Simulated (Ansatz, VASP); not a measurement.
## Mo in VASP and in Ansatz

The input POSCAR:

```
Mo
1.0
    0.0000000000      1.9941712280      1.9941712280
    1.9941712280      0.0000000000      1.9941712280
    1.9941712280      1.9941712280      0.0000000000
Mo
1
Direct
    0.0000000000      0.0000000000      0.0000000000
```

Contents of INCAR.step1:

```
PREC = Accurate
ENCUT = 520
ISMEAR = -1
SIGMA = 0.1
LREAL = F
LASPH = T
NELM = 80
NBANDS = 13
GGA = PE
ALGO = Normal
EDIFF = 1E-4
LWAVE = T
LCHARG = F
```

INCAR.step2

```
PREC = Accurate
ENCUT = 520
EDIFF = 1E-6
ISMEAR = -1
SIGMA = 0.1
LREAL = F
LASPH = T
NELM = 80
ALGO = Normal
ISIF = 2
LWAVE = F
LCHARG = F
METAGGA = R2SCAN
LMIXTAU = T
NBANDS = 13
ISTART = 1
```

The input KPOINTS:

```
regular mesh
0
Gamma
  15 15 15
```

Input for Ansatz:

```yaml
crystal:
  lattice:
    - [0.0, 1.994171228, 1.994171228]
    - [1.994171228, 0.0, 1.994171228]
    - [1.994171228, 1.994171228, 0.0]
  atoms:
    - { symbol: Mo, position: [0.0, 0.0, 0.0] }
hamiltonian:
  xc: r2scan
  pseudopotentials:
    kind: paw
    azcp:
      Mo: "pseudopotentials/Mo.paw.azcp"
basis:
  ecutwfc: 500
  fft_grid_basis: typed
kpoints:
  mp_grid: { grid: [15, 15, 15], shift: [0, 0, 0] }
magnetization:
  spin_polarized: false
scf:
  occupations: { method: fermi_dirac, width: 0.1 }
  lower_state_search: "off"
output:
  stress: true
  write_density: true
  write_potential: true
  elf: true
  volumetric_format: npy
```

Alike in both runs: task single point; functional r2SCAN; k mesh 15 × 15 × 15; occupations fermi-dirac, width 0.1 eV; no spin polarisation.

```csv
,VASP,Ansatz
version,VASP 6.6.1,Ansatz 0.2.0
potentials or method,"VASP PAW PBE potentials, release 64 (Mo_sv), cutoff 520 eV","plane waves (500 eV) with PAW, scalar-relativistic"
valence electrons in the cell,14,14
```

```tsv
	VASP	Ansatz	Ansatz less VASP
pressure (GPa)	1.2	0.2	-1.01
```

VASP's potentials were made for PBE, not for r2SCAN. With one functional, cell and mesh, what is left measures potentials, basis and numerics.
